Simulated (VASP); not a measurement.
CoSi2:

```xyz
3
Lattice="0.0000 2.5684 2.5684 2.5684 0.0000 2.5684 2.5684 2.5684 0.0000" Properties=species:S:1:pos:R:3 pbc="T T T"
Co    0.0000    0.0000    0.0000
Si    1.2842    1.2842    1.2842
Si    3.8526    3.8526    3.8526
```

Program: VASP 6.6.1. Alike in all runs: task single point; level PBE; potentials or basis VASP PAW PBE potentials, release 64 (Co, Si); spin collinear, ferromagnetic start; cell as given; k mesh 14 × 14 × 14; cutoff (eV) 520; smearing gaussian 0.15 eV.

Question: Order these runs on this cell by their pressure, lowest first.
A. fixed moment (μB) 2.2
B. fixed moment (μB) 1.375
C. fixed moment (μB) 0.275
D. fixed moment (μB) 1.925
E. fixed moment (μB) 1.1

Answer: C (30.4 GPa), E (35.7 GPa), B (39.1 GPa), D (45.6 GPa), A (48.8 GPa).

Caveats: the cell stands under pressure; the total moment is fixed, so each spin has its own Fermi level.
